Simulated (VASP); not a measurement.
# ZnS (Wurtzite-4H) (P6_3mc) in VASP: further runs, part 2 of 2

VASP 6.6.1. Earlier steps stand in the parts before.

## (3) Electric field gradients, PBE

Contents of INCAR:

```
PREC = Accurate
ENCUT = 520
EDIFF = 1E-8
ISMEAR = 0
SIGMA = 0.025
LREAL = False
LASPH = True
NELM = 60
ALGO = Normal
ISIF = 2
LWAVE = False
LCHARG = False
GGA = PE
LEFG = True
NBANDS = 46
```

Contents of KPOINTS:

```
Automatic mesh
0
Gamma
  6 6 2
```

Contents of POSCAR:

```
ZnS
1.0
    3.8227000000      0.0000000000      0.0000000000
   -1.9113500000      3.3105553110      0.0000000000
    0.0000000000      0.0000000000     12.5200000000
Zn S
4 4
Direct
    0.0000000000      0.0000000000      0.0000367430
    0.0000000000      0.0000000000      0.5000367430
    0.3333333333      0.6666666667      0.2500350258
    0.6666666667      0.3333333333      0.7500350258
    0.0000000000      0.0000000000      0.1873400115
    0.0000000000      0.0000000000      0.6873400115
    0.3333333333      0.6666666667      0.4375882198
    0.6666666667      0.3333333333      0.9375882198
```

Potentials or basis: VASP PAW PBE potentials, release 64 (Zn, S).

Command:

```sh
$ cat potpaw_PBE.64/Zn/POTCAR potpaw_PBE.64/S/POTCAR > POTCAR
$ mpirun -np 1 vasp_std > vasp.out
```

OUTCAR:

```text
PREC = Accurate
   ENCUT = 520
   EDIFF = 1E-8
   ISMEAR = 0
   LREAL = False
   LASPH = True
   NELM = 60
   ISIF = 2
   GGA = PE

 ion  position               nearest neighbor table
   1  0.000  0.000  0.000-   8 2.34   8 2.34   8 2.34   5 2.35
   2  0.000  0.000  0.500-   7 2.34   7 2.34   7 2.34   6 2.35
   3  0.333  0.667  0.250-   5 2.34   5 2.34   5 2.34   7 2.35
   4  0.667  0.333  0.750-   6 2.34   6 2.34   6 2.34   8 2.35
   5  0.000  0.000  0.187-   3 2.34   3 2.34   3 2.34   1 2.35
   6  0.000  0.000  0.687-   4 2.34   4 2.34   4 2.34   2 2.35
   7  0.333  0.667  0.438-   2 2.34   2 2.34   2 2.34   3 2.35
   8  0.667  0.333  0.938-   1 2.34   1 2.34   1 2.34   4 2.35

  LATTYP: Found a hexagonal cell.
 ALAT       =     3.8227000000
 C/A-ratio  =     3.2751719988

  Lattice vectors:

 A1 = (   3.8227000000,   0.0000000000,   0.0000000000)
 A2 = (  -1.9113500000,   3.3105553110,   0.0000000000)
 A3 = (   0.0000000000,   0.0000000000,  12.5200000000)

Analysis of symmetry for initial positions (statically):
=====================================================================
 Subroutine PRICEL returns:
 Original cell was already a primitive cell.

 Routine SETGRP: Setting up the symmetry group for a
 hexagonal supercell.

 Subroutine GETGRP returns: Found 12 space group operations
 (whereof  6 operations were pure point group operations)
 out of a pool of 24 trial point group operations.

The static configuration has the point symmetry C_3v.
 The point group associated with its full space group is C_6v.

Analysis of symmetry for dynamics (positions and initial velocities):
[... 864 lines left out ...]
 VOLUME and BASIS-vectors are now :
 -----------------------------------------------------------------------------
  energy-cutoff  :      520.00
  volume of cell :      158.44
      direct lattice vectors                 reciprocal lattice vectors
     3.822700000  0.000000000  0.000000000     0.261595208  0.151032064  0.000000000
    -1.911350000  3.310555311  0.000000000     0.000000000  0.302064127  0.000000000
     0.000000000  0.000000000 12.520000000     0.000000000  0.000000000  0.079872204

 POSITION                                       TOTAL-FORCE (eV/Angst)
 -----------------------------------------------------------------------------------
      0.00000      0.00000      0.00046         0.000000     -0.000000      0.015533
      0.00000      0.00000      6.26046         0.000000      0.000000      0.015533
     -0.00000      2.20704      3.13044        -0.000000     -0.000000      0.007396
      1.91135      1.10352      9.39044        -0.000000      0.000000      0.007396
      0.00000      0.00000      2.34550         0.000000     -0.000000     -0.020002
      0.00000      0.00000      8.60550         0.000000      0.000000     -0.020002
     -0.00000      2.20704      5.47860         0.000000      0.000000     -0.002926
      1.91135      1.10352     11.73860         0.000000      0.000000     -0.002926
 -----------------------------------------------------------------------------------
    total drift:                               -0.000001     -0.000002      0.000043

  FREE ENERGIE OF THE ION-ELECTRON SYSTEM (eV)
  ---------------------------------------------------
  free  energy   TOTEN  =       -27.3778100499 eV

  energy  without entropy=      -27.3778100499  energy(sigma->0) =      -27.37781005

 Electric field gradients (V/A^2)
---------------------------------------------------------------------
 ion       V_xx      V_yy      V_zz      V_xy      V_xz      V_yz
---------------------------------------------------------------------
   1      -0.829    -0.827     1.656     0.002     0.000    -0.000
   2      -0.829    -0.827     1.656     0.002    -0.000     0.000
   3      -0.081    -0.075     0.157     0.005     0.000    -0.000
   4      -0.081    -0.075     0.157     0.005    -0.000     0.000
   5      -0.735    -0.734     1.469     0.000     0.000    -0.000
   6      -0.735    -0.734     1.469     0.000    -0.000     0.000
   7      -1.119    -1.120     2.239    -0.001    -0.000     0.000
   8      -1.119    -1.120     2.239    -0.001     0.000    -0.000
---------------------------------------------------------------------

 Electric field gradients after diagonalization (V/A^2)
 (convention: |V_zz| > |V_xx| > |V_yy|)
----------------------------------------------------------------------
 ion       V_xx      V_yy      V_zz     asymmetry (V_yy - V_xx)/ V_zz
----------------------------------------------------------------------
   1      -0.831    -0.826     1.656       0.003
   2      -0.831    -0.826     1.656       0.003
   3      -0.085    -0.072     0.157       0.079
   4      -0.085    -0.072     0.157       0.079
   5      -0.735    -0.734     1.469       0.001
   6      -0.735    -0.734     1.469       0.001
   7      -1.120    -1.119     2.239       0.001
   8      -1.120    -1.119     2.239       0.001
----------------------------------------------------------------------

           NMR quadrupolar parameters

 Cq : quadrupolar parameter    Cq=e*Q*V_zz/h
 eta: asymmetry parameters     (V_yy - V_xx)/ V_zz
 Q  : nuclear electric quadrupole moment in mb (millibarn)
----------------------------------------------------------------------
 ion       Cq(MHz)       eta       Q (mb)
----------------------------------------------------------------------
   1       0.004       0.003       1.000
   2       0.004       0.003       1.000
   3       0.000       0.079       1.000
   4       0.000       0.079       1.000
   5       0.004       0.001       1.000
   6       0.004       0.001       1.000
   7       0.005       0.001       1.000
   8       0.005       0.001       1.000
----------------------------------------------------------------------
```

OSZICAR:

```text
N       E                     dE             d eps       ncg     rms          rms(c)
DAV:   1     0.593105521741E+03    0.59311E+03   -0.33419E+04  1288   0.189E+03
DAV:   2     0.525640733448E+02   -0.54054E+03   -0.51965E+03  1288   0.437E+02
DAV:   3    -0.253008415706E+02   -0.77865E+02   -0.76737E+02  1470   0.152E+02
[... 11 lines left out ...]
DAV:  15    -0.273778099051E+02   -0.67280E-06   -0.22142E-06  1450   0.217E-02    0.179E-03
DAV:  16    -0.273778100203E+02   -0.11517E-06   -0.47671E-07  1628   0.823E-03    0.108E-03
DAV:  17    -0.273778100943E+02   -0.74053E-07   -0.15074E-07  1578   0.459E-03    0.579E-04
DAV:  18    -0.273778100543E+02    0.39981E-07   -0.45289E-08  1244   0.362E-03    0.325E-04
DAV:  19    -0.273778100499E+02    0.43956E-08   -0.76780E-09   842   0.735E-04
   1 F= -.27377810E+02 E0= -.27377810E+02  d E =-.220836E-17
```

stdout:

```text
POSCAR found type information on POSCAR ZnS
 POSCAR found :  2 types and       8 ions
 scaLAPACK will be used
 LDA part: xc-table for (Slater+PW92), standard interpolation
 POSCAR, INCAR and KPOINTS ok, starting setup
 FFT: planning ... GRIDC
 FFT: planning ... GRID_SOFT
 FFT: planning ... GRID
 WAVECAR not read
 entering main loop
ion   1

ion   2

ion   3

ion   4

ion   5

ion   6

ion   7

ion   8
```

Run time: 2.2 min. Hardware: 1 thread of AMD EPYC 7R13 (Zen 3), shared host; peak memory 0.26 GiB.

What came out:

| Property | Result |
| --- | --- |
| Free energy | -27.3778 eV |
| Pressure | 1.5 GPa |
| Largest force | 0.020 eV/Å |
| Band gap on the k mesh | 2.13 eV, direct |

Forces in eV/Å, atoms in the order of the input:
```
Zn   0.000  0.000  0.016
Zn   0.000  0.000  0.016
Zn   0.000  0.000  0.007
Zn   0.000  0.000  0.007
S    0.000  0.000 -0.020
S    0.000  0.000 -0.020
S    0.000  0.000 -0.003
S    0.000  0.000 -0.003
```

Levels at points of the mesh, in eV from the valence-band top:
```
           k point  band 32  band 33  band 34  band 35  band 36  band 37  band 38  band 39  band 40  band 41
(0.00, 0.00, 0.00)    -0.45    -0.45    -0.04     0.00     0.00     2.13     3.19     3.39     3.63     6.35
(0.50, 0.00, 0.00)    -1.59    -1.59    -1.57    -1.10    -0.87     3.31     3.37     3.77     4.35     4.88
(0.00, 0.00, 0.50)    -0.75    -0.14    -0.14    -0.14    -0.14     2.98     2.98     3.32     3.32     6.28
(0.50, 0.00, 0.50)    -2.03    -1.50    -1.50    -1.10    -1.10     3.70     3.70     4.03     4.03     4.68
```

Electric field gradients, principal values (V/Å²):
```csv
atom,least,middle,greatest (by size)
1 Zn,-0.826,-0.831,1.656
2 Zn,-0.826,-0.831,1.656
3 Zn,-0.072,-0.085,0.157
4 Zn,-0.072,-0.085,0.157
5 S,-0.734,-0.735,1.469
6 S,-0.734,-0.735,1.469
7 S,-1.119,-1.120,2.239
8 S,-1.119,-1.120,2.239
```

Caveat: without QUAD_EFG the Cq values of the log hold for a quadrupole moment of 1 mb, not for the nuclei. As with any semilocal functional, this PBE gap is likely too small.
